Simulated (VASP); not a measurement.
# Si (P-1) in VASP: notebook

Runs on Si. Level: PBE. Tasks: single point.

All numbers are computed with VASP 6.6.1; they aren't measurements. Logs are shortened: lines on timing, memory, paths and dates and some standing lists are left out, and cuts for length are marked.

## (1) The cell of the first run

The typed cell holds 2 atoms: a = 3.493 Å, b = 3.492 Å, c = 3.506 Å, α = 99.91°, β = 94.80°, γ = 137.17°.

## (2) Single point, PBE (equal xy, yz and zx shear strains of +1 %)

Contents of INCAR:

```
PREC = Accurate
ENCUT = 520
EDIFF = 1E-6
ISMEAR = -1
SIGMA = 0.05
LREAL = F
LASPH = T
NELM = 60
ALGO = Normal
ISIF = 2
LWAVE = F
LCHARG = T
GGA = PE
LELF = T
LVHAR = T
NBANDS = 11
```

Contents of KPOINTS:

```
Automatic mesh
0
Gamma
  16 16 16
```

Contents of POSCAR:

```
Si
1.0
   -2.2327825000      2.3636200000      1.2755875000
    2.2455325000     -2.3508700000      1.2744125000
    2.2564675000      2.3733800000     -1.2519025000
Si
2
Direct
    0.8070000000      0.5570000000      0.2500000000
    0.1930000000      0.4430000000      0.7500000000
```

Potentials or basis: VASP PAW PBE potentials, release 64 (Si).

Launch:

```bash
> cat potpaw_PBE.64/Si/POTCAR > POTCAR
> mpirun -np 1 vasp_std > vasp.out
```

OUTCAR:

```text
PREC = Accurate
   ENCUT = 520
   EDIFF = 1E-6
   ISMEAR = -1
   LREAL = F
   LASPH = T
   NELM = 60
   ISIF = 2
   GGA = PE

 ion  position               nearest neighbor table
   1  0.807  0.557  0.250-   2 2.38   2 2.39   2 2.45   2 2.47   2 2.73   2 2.75
   2  0.193  0.443  0.750-   1 2.38   1 2.39   1 2.45   1 2.47   1 2.73   1 2.75

  LATTYP: Found a triclinic cell.
 ALAT       =     5.0210355902
 B/A-ratio  =     1.3481371640
 C/A-ratio  =     0.9434544604
 COS(alpha) =     0.0008856198
 COS(beta)  =     0.4748698002
 COS(gamma) =     0.8641225268

  Lattice vectors:

 A1 = (   2.2200325000,  -2.3763700000,  -3.8255875000)
 A2 = (   4.4765000000,  -0.0029900000,  -5.0774900000)
 A3 = (  -0.0236850000,  -4.7370000000,  -0.0236850000)

Analysis of symmetry for initial positions (statically):
=====================================================================
 Subroutine PRICEL returns:
 Original cell was already a primitive cell.

 Routine SETGRP: Setting up the symmetry group for a
 triclinic supercell.

 Subroutine GETGRP returns: Found  2 space group operations
 (whereof  2 operations were pure point group operations)
 out of a pool of  2 trial point group operations.

The static configuration has the point symmetry S_2 .

Analysis of symmetry for dynamics (positions and initial velocities):
=====================================================================
 Subroutine PRICEL returns:
 Original cell was already a primitive cell.

 Routine SETGRP: Setting up the symmetry group for a
 triclinic supercell.

 Subroutine GETGRP returns: Found  2 space group operations
 (whereof  2 operations were pure point group operations)
 out of a pool of  2 trial point group operations.

The dynamic configuration has the point symmetry S_2 .

 Subroutine INISYM returns: Found  2 space group operations
 (whereof  2 operations are pure point group operations),
 and found     1 'primitive' translations

----------------------------------------------------------------------------------------

                                     Primitive cell

  volume of cell :      27.1886

  direct lattice vectors                    reciprocal lattice vectors
    -2.232782500  2.363620000  1.275587500    -0.003001448  0.209163451  0.391126053
     2.245532500 -2.350870000  1.274412500     0.220183426 -0.003056273  0.391071227
     2.256467500  2.373380000 -1.251902500     0.221084231  0.210009430 -0.002155468

  length of vectors
     3.492726824  3.491866719  3.505971773     0.443551516  0.448805956  0.304937443

  position of ions in fractional coordinates (direct lattice)
     0.807000000  0.557000000  0.250000000
     0.193000000  0.443000000  0.750000000

  ion indices of the primitive-cell ions
   primitive index   ion index
                 1           1
                 2           2

----------------------------------------------------------------------------------------

 KPOINTS: Automatic mesh

Automatic generation of k-mesh.
 Grid dimensions read from file:
 generate k-points for:   16   16   16

 Generating k-lattice:

  Cartesian coordinates                     Fractional coordinates (reciprocal lattice)
    -0.000187590  0.013072716  0.024445378     0.062500000 -0.000000000 -0.000000000
     0.013761464 -0.000191017  0.024441952    -0.000000000  0.062500000  0.000000000
     0.013817764  0.013125589 -0.000134717    -0.000000000  0.000000000  0.062500000

  Length of vectors
     0.027721970  0.028050372  0.019058590

  Shift w.r.t. Gamma in fractional coordinates (k-lattice)
     0.000000000  0.000000000  0.000000000

 Subroutine IBZKPT returns following result:
 ===========================================

 Found   2052 irreducible k-points:

 Following reciprocal coordinates:
            Coordinates               Weight
  0.000000  0.000000  0.000000      1.000000
  0.062500  0.000000 -0.000000      2.000000
  0.125000  0.000000 -0.000000      2.000000
  0.187500  0.000000 -0.000000      2.000000
  0.250000  0.000000 -0.000000      2.000000
  0.312500  0.000000  0.000000      2.000000
[... 16 lines left out ...]
 -0.187500  0.062500  0.000000      2.000000
 -0.125000  0.062500  0.000000      2.000000
 [... further k-points ...]
   k-points           NKPTS =   2052   k-points in BZ     NKDIM =   2052   number of bands    NBANDS=     11
   number of dos      NEDOS =    301   number of ions     NIONS =      2
   total plane-waves  NPLWV =  21952
   dimension x,y,z NGX =    28 NGY =   28 NGZ =   28
   dimension x,y,z NGXF=    56 NGYF=   56 NGZF=   56
   ions per type =               2
   NGX,Y,Z   is equivalent  to a cutoff of  13.33, 13.33, 13.28 a.u.
   NGXF,Y,Z  is equivalent  to a cutoff of  26.65, 26.66, 26.55 a.u.
 SYSTEM =  unknown system
   PREC   = accura    normal or accurate (medium, high low for compatibility)
   ISTART =      0    job   : 0-new  1-cont  2-samecut
   ICHARG =      2    charge: 1-file 2-atom 10-const
   ISPIN  =      1    spin polarized calculation?
   LNONCOLLINEAR =      F non collinear calculations
   LSORBIT =      F    spin-orbit coupling
   LASPH  =      T    aspherical Exc in radial PAW
   ENCUT  =  520.0 eV  38.22 Ry    6.18 a.u.   6.49  6.49  6.52*2*pi/ulx,y,z
   NELM   =     60;   NELMIN=  2; NELMDL= -5     # of ELM steps
   EDIFF  = 0.1E-05   stopping-criterion for ELM
   LREAL  =      F    real-space projection
   EDIFFG = 0.1E-04   stopping-criterion for IOM
   NSW    =      0    number of steps for IOM
   IBRION =     -1    ionic relax: 0-MD 1-quasi-New 2-CG
   NFREE  =      0    steps in history (QN), initial steepest desc. (CG)
   ISIF   =      2    stress and relaxation
   ISYM   =      2    0-nonsym 1-usesym 2-fastsym
   POTIM  = 0.5000    time-step for ionic-motion
   TEBEG  =    0.0;   TEEND  =   0.0 temperature during run
   PSTRESS=    0.0 pullay stress
   NELECT =       8.0000    total number of electrons
   NUPDOWN=      -1.0000    fix difference up-down
   EMIN   =  10.00;   EMAX   =-10.00  energy-range for DOS
   EFERMI =   0.00;   METHOD = LEGACY
   ISMEAR =    -1;   SIGMA  =   0.05  broadening in eV -4-tet -1-fermi 0-gaus
   EFERMI_NEDOS =   21; number of points for ismear=-14 and -15
   IALGO  =     38    algorithm
   IMIX   =      4    mixing-type and parameters
     AMIX     =   0.40;   BMIX     =  1.00
     AMIX_MAG =   1.60;   BMIX_MAG =  1.00
  volume/ion in A,a.u.               =      13.59        91.74
  Fermi-wavevector in a.u.,A,eV,Ry     =   1.088870  2.057666 16.131577  1.185637
  Thomas-Fermi vector in A             =   2.225061
   LORBIT       =      0    0 simple, 1 ext, 2 COOP (PROOUT), +10 PAW based schemes
   GGA     = PE    functional components
   LHFCALC =     F    Hartree Fock is set to
   AEXX    =    0.0000 exact exchange contribution
   IVDW    =     0    specifies the selected vdW correction
   LEPSILON=     F    determine dielectric tensor
   LRPA    =     F    only Hartree local field effects (RPA)
 non-spin polarized calculation
  energy-cutoff  :      520.00
  volume of cell :       27.19
 maximum number of plane-waves:       753
 NGX is ok and might be reduce to    28
   NGX = 13   NGY = 13   NGZ = 13

 number of electron       8.0000000 magnetization

 Free energy of the ion-electron system (eV)
  ---------------------------------------------------
  ext. energy  EPLUGINS =         0.00000000
  ---------------------------------------------------
  free energy    TOTEN  =       -10.10575935 eV

  energy without entropy =      -10.09970987  energy(sigma->0) =      -10.10273461

 E-fermi :  10.6906     XC(G=0): -11.3766

 val. band max:       10.6860743447   @ k =  -0.1250  -0.2500   0.2500
 cond. band min:      10.6915752315   @ k =   0.0625   0.3125   0.5000
 fundamental gap:      0.0055008868
 Fermi energy:        10.6905762903

 k-point     1 :       0.0000    0.0000    0.0000
  band No.  band energies     occupation
      1      -4.1189      2.00000
      2       7.6917      2.00000
      3       8.2337      2.00000
      4       9.0317      2.00000
      5      11.7846      0.00000
      6      18.4573      0.00000
      7      19.8417      0.00000
      8      20.7126      0.00000
      9      21.2825      0.00000
     10      21.5018      0.00000
     11      22.7092      0.00000

 k-point     2 :       0.0625    0.0000   -0.0000
  band No.  band energies     occupation
      1      -4.0078      2.00000
      2       7.6400      2.00000
      3       7.9244      2.00000
      4       9.5283      2.00000
      5      12.0352      0.00000
      6      17.6733      0.00000
      7      19.1575      0.00000
      8      20.1632      0.00000
      9      20.7317      0.00000
     10      21.3137      0.00000
     11      22.9188      0.00000

 k-point     3 :       0.1250    0.0000   -0.0000
  band No.  band energies     occupation
      1      -3.6748      2.00000
      2       7.4651      2.00000
      3       7.6537      2.00000
      4      10.3952      1.99457
      5      12.7355      0.00000
      6      16.3963      0.00000
      7      16.8773      0.00000
      8      19.1277      0.00000
      9      19.3889      0.00000
     10      20.7269      0.00000
     11      22.6114      0.00000

 k-point     4 :       0.1875    0.0000   -0.0000
  band No.  band energies     occupation
      1      -3.1214      2.00000
      2       7.2808      2.00000
      3       7.6163      2.00000
      4      11.1719      0.00013
      5      13.7736      0.00000
      6      14.7433      0.00000
      7      15.0908      0.00000
      8      17.4143      0.00000
      9      18.1597      0.00000
     10      19.5486      0.00000
     11      23.5102      0.00000
[... 239 lines left out ...]
 k-point    22 :      -0.2500    0.0625   -0.0000
  band No.  band energies     occupation
      1      -2.9174      2.00000
      2       6.1862      2.00000
      3       7.7026      2.00000
      4      11.4734      0.00000
      5      14.0993      0.00000
      6      14.4387      0.00000
      7      15.3032      0.00000
      8      17.3179      0.00000
      9      18.0962      0.00000
     10      20.3291      0.00000
     11      22.7077      0.00000

 k-point    23 :      -0.1875    0.0625    0.0000
  band No.  band energies     occupation
      1      -3.5206      2.00000
      2       6.3506      2.00000
      3       7.7260      2.00000
      4      10.9071      0.02599
      5      13.6990      0.00000
      6      15.5138      0.00000
      7      16.5082      0.00000
      8      18.8513      0.00000
      9      19.5181      0.00000
     10      21.2891      0.00000
     11      22.5748      0.00000

 k-point    24 :      -0.1250    0.0625    0.0000
  band No.  band energies     occupation
      1      -3.9038      2.00000
      2       6.6882      2.00000
      3       7.8459      2.00000
      4      10.1169      1.99998
      5      12.8181      0.00000
      6      16.6540      0.00000
      7      18.8047      0.00000
      8      20.2392      0.00000
      9      20.6072      0.00000
     10      21.7775      0.00000
     11      23.2631      0.00000

 [... further k-points ...]
[... 5 lines left out ...]
  --------------------------------------------------------------------------------------
  -------------------------------------------------------------------------------------
  Total        2.4813195      2.9685776      2.5271138     -0.1337269     -0.1272897     -0.0820388
  in kB      146.2199659    174.9332594    148.9185474     -7.8802983     -7.5009663     -4.8344061
  external PRESSURE =     156.6905909 kB  Pullay stress =       0.0000000 kB

 VOLUME and BASIS-vectors are now :
 -----------------------------------------------------------------------------
  energy-cutoff  :      520.00
  volume of cell :       27.19
      direct lattice vectors                 reciprocal lattice vectors
    -2.232782500  2.363620000  1.275587500    -0.003001448  0.209163451  0.391126053
     2.245532500 -2.350870000  1.274412500     0.220183426 -0.003056273  0.391071227
     2.256467500  2.373380000 -1.251902500     0.221084231  0.210009430 -0.002155468

 POSITION                                       TOTAL-FORCE (eV/Angst)
 -----------------------------------------------------------------------------------
      0.01302      1.19135      1.42627         0.033581     -0.014472     -0.000624
      2.25619      1.19478     -0.12817        -0.033581      0.014472      0.000624
 -----------------------------------------------------------------------------------
    total drift:                                0.000000     -0.000000     -0.000000

  FREE ENERGIE OF THE ION-ELECTRON SYSTEM (eV)
  ---------------------------------------------------
  free  energy   TOTEN  =       -10.1057593464 eV

  energy  without entropy=      -10.0997098681  energy(sigma->0) =      -10.10273461
```

It took 4.4 min on 1 thread of AMD EPYC 9R45 (Zen 5), shared host; peak memory 0.52 GiB.

What came out:

```
Free energy            : -10.1058 eV
Pressure               : 15.7 GPa
Largest force          : 0.037 eV/Å
Band gap on the k mesh : zero (bands 4 and 5 overlap by 7.46 eV)
```

Forces in eV/Å, atoms in the order of the input:
```
Si   0.034 -0.014 -0.001
Si  -0.034  0.014  0.001
```

Levels at points of the mesh, in eV from the Fermi level:
| k point | band 1 | band 2 | band 3 | band 4 | band 5 | band 6 | band 7 | band 8 | band 9 |
| --- | --- | --- | --- | --- | --- | --- | --- | --- | --- |
| (0.00, 0.00, 0.00) | -14.81 | -3.00 | -2.46 | -1.66 | 1.09 | 7.77 | 9.15 | 10.02 | 10.59 |
| (0.50, 0.00, 0.00) | -8.01 | -7.68 | -1.75 | -1.30 | -1.23 | 0.10 | 5.04 | 5.35 | 10.05 |
| (0.00, 0.50, 0.00) | -7.96 | -7.34 | -2.80 | -2.13 | -1.31 | 1.11 | 5.40 | 6.36 | 9.34 |
| (0.50, 0.50, 0.00) | -11.43 | -11.42 | 0.06 | 0.06 | 2.84 | 2.86 | 8.59 | 8.75 | 10.42 |
| (0.00, 0.00, 0.50) | -11.49 | -11.49 | 0.22 | 0.23 | 3.04 | 3.05 | 8.73 | 8.77 | 10.42 |
| (0.50, 0.00, 0.50) | -7.79 | -7.28 | -2.89 | -2.23 | -1.52 | 1.05 | 5.03 | 6.13 | 9.72 |
| (0.00, 0.50, 0.50) | -7.88 | -7.58 | -1.90 | -1.39 | -1.36 | 0.02 | 4.71 | 5.08 | 10.37 |
| (0.50, 0.50, 0.50) | -9.21 | -8.18 | -7.69 | -7.40 | 5.78 | 6.53 | 14.25 | 14.84 | 15.02 |

Caveat: the cell differs from its parent crystal (equal xy, yz and zx shear strains of +1 %); the cell stands under pressure.

## (3) Single point, PBE (equal xy, yz and zx shear strains of -1 %)

Contents of INCAR:

```
  PREC = Accurate
  ENCUT = 520
  EDIFF = 1E-7
  ISMEAR = -1
  SIGMA = 0.05
  LREAL = F
  LASPH = T
  NELM = 60
  ALGO = Normal
  ISIF = 2
  LWAVE = F
  LCHARG = F
  GGA = PE
  NBANDS = 11
```

KPOINTS is that of step 2.

Contents of POSCAR:

```
Si
1.0
   -2.2692175000      2.3733800000      1.2744125000
    2.2564675000     -2.3861300000      1.2755875000
    2.2455325000      2.3636200000     -1.2980975000
Si
2
Direct
    0.8070000000      0.5570000000      0.2500000000
    0.1930000000      0.4430000000      0.7500000000
```

Potentials or basis: VASP PAW PBE potentials, release 64 (Si).

Launch:

```bash
> cat potpaw_PBE.64/Si/POTCAR > POTCAR
> mpirun -np 1 vasp_std > vasp.out
```

Run time: 3.6 min. Hardware: 1 thread of Intel Xeon 6975P-C (Granite Rapids), shared host; peak memory 0.55 GiB.

The run converged. Its results:

- Free energy: -10.1058 eV
- Pressure: 15.7 GPa
- Largest force: 0.031 eV/Å
- Band gap on the k mesh: zero (bands 4 and 5 overlap by 7.46 eV)

Forces on the atoms (eV/Å):
```
Si  -0.028  0.012  0.000
Si   0.028 -0.012  0.000
```

Stress tensor (GPa, compression positive):
```
14.61  0.77  0.45
 0.77 17.50  0.73
 0.45  0.73 14.91
```

Levels at points of the mesh, in eV from the Fermi level:
```tsv
k point	band 2	band 3	band 4	band 5	band 6	band 7
(0.00, 0.00, 0.00)	-3.00	-2.46	-1.66	1.09	7.77	9.15
(0.50, 0.00, 0.00)	-7.58	-1.85	-1.41	-1.37	0.01	4.71
(0.00, 0.50, 0.00)	-7.28	-2.85	-2.27	-1.51	1.04	5.03
(0.50, 0.50, 0.00)	-11.49	0.23	0.23	3.03	3.06	8.65
(0.00, 0.00, 0.50)	-11.42	0.06	0.06	2.84	2.86	8.68
(0.50, 0.00, 0.50)	-7.34	-2.83	-2.10	-1.32	1.12	5.41
(0.00, 0.50, 0.50)	-7.68	-1.80	-1.25	-1.25	0.12	5.05
(0.50, 0.50, 0.50)	-8.18	-7.69	-7.40	5.78	6.53	14.25
```

Caveat: the cell differs from its parent crystal (equal xy, yz and zx shear strains of -1 %); the cell stands under pressure.
